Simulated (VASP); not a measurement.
A run of VASP 6.6.1:

INCAR

```
PREC = Accurate ; ENCUT = 520
EDIFF = 1E-8 ; ISMEAR = -1
SIGMA = 0.01 ; LREAL = Auto
LASPH = T ; NELM = 60
ALGO = Normal ; ISIF = 2
LWAVE = F ; LCHARG = F
GGA = PE ; LEFG = T
NELECT = 222.0 ; NBANDS = 144
```

Contents of KPOINTS:

```
Automatic mesh
0
Gamma
  3 3 3
```

POSCAR

```
TaSi26C27
1.0
    0.0000000000      6.5370000000      6.5370000000
    6.5370000000      0.0000000000      6.5370000000
    6.5370000000      6.5370000000      0.0000000000
Ta Si C
1 26 27
Direct
    0.0000000000      0.0000000000      0.0000000000
    0.0000000000      0.0000000000      0.3333333333
    0.0000000000      0.0000000000      0.6666666667
    0.0000000000      0.3333333333      0.0000000000
    0.0000000000      0.3333333333      0.3333333333
    0.0000000000      0.3333333333      0.6666666667
    0.0000000000      0.6666666667      0.0000000000
    0.0000000000      0.6666666667      0.3333333333
    0.0000000000      0.6666666667      0.6666666667
    0.3333333333      0.0000000000      0.0000000000
    0.3333333333      0.0000000000      0.3333333333
    0.3333333333      0.0000000000      0.6666666667
    0.3333333333      0.3333333333      0.0000000000
    0.3333333333      0.3333333333      0.3333333333
    0.3333333333      0.3333333333      0.6666666667
    0.3333333333      0.6666666667      0.0000000000
    0.3333333333      0.6666666667      0.3333333333
    0.3333333333      0.6666666667      0.6666666667
    0.6666666667      0.0000000000      0.0000000000
    0.6666666667      0.0000000000      0.3333333333
    0.6666666667      0.0000000000      0.6666666667
    0.6666666667      0.3333333333      0.0000000000
    0.6666666667      0.3333333333      0.3333333333
    0.6666666667      0.3333333333      0.6666666667
    0.6666666667      0.6666666667      0.0000000000
    0.6666666667      0.6666666667      0.3333333333
    0.6666666667      0.6666666667      0.6666666667
    0.0833333333      0.0833333333      0.0833333333
    0.0833333333      0.0833333333      0.4166666667
    0.0833333333      0.0833333333      0.7500000000
    0.0833333333      0.4166666667      0.0833333333
    0.0833333333      0.4166666667      0.4166666667
    0.0833333333      0.4166666667      0.7500000000
    0.0833333333      0.7500000000      0.0833333333
    0.0833333333      0.7500000000      0.4166666667
    0.0833333333      0.7500000000      0.7500000000
    0.4166666667      0.0833333333      0.0833333333
    0.4166666667      0.0833333333      0.4166666667
    0.4166666667      0.0833333333      0.7500000000
    0.4166666667      0.4166666667      0.0833333333
    0.4166666667      0.4166666667      0.4166666667
    0.4166666667      0.4166666667      0.7500000000
    0.4166666667      0.7500000000      0.0833333333
    0.4166666667      0.7500000000      0.4166666667
    0.4166666667      0.7500000000      0.7500000000
    0.7500000000      0.0833333333      0.0833333333
    0.7500000000      0.0833333333      0.4166666667
    0.7500000000      0.0833333333      0.7500000000
    0.7500000000      0.4166666667      0.0833333333
    0.7500000000      0.4166666667      0.4166666667
    0.7500000000      0.4166666667      0.7500000000
    0.7500000000      0.7500000000      0.0833333333
    0.7500000000      0.7500000000      0.4166666667
    0.7500000000      0.7500000000      0.7500000000
```

Potentials or basis: VASP PAW PBE potentials, release 64 (Ta_pv, Si, C).

Command:

```console
$ cat potpaw_PBE.64/Ta_pv/POTCAR potpaw_PBE.64/Si/POTCAR potpaw_PBE.64/C/POTCAR > POTCAR
$ mpirun -np 1 vasp_std > vasp.out
```

Hardware: 1 thread of AMD EPYC 7R43 64-Core Processor (Zen 3), with other jobs on the host.

Question: How long does it take, and how much memory?

Answer: Run time: 25 min on 1 thread of AMD EPYC 7R43 64-Core Processor (Zen 3), with other jobs on the host, peak memory 0.75 GiB. Counts: scf iterations 21, k points 4.
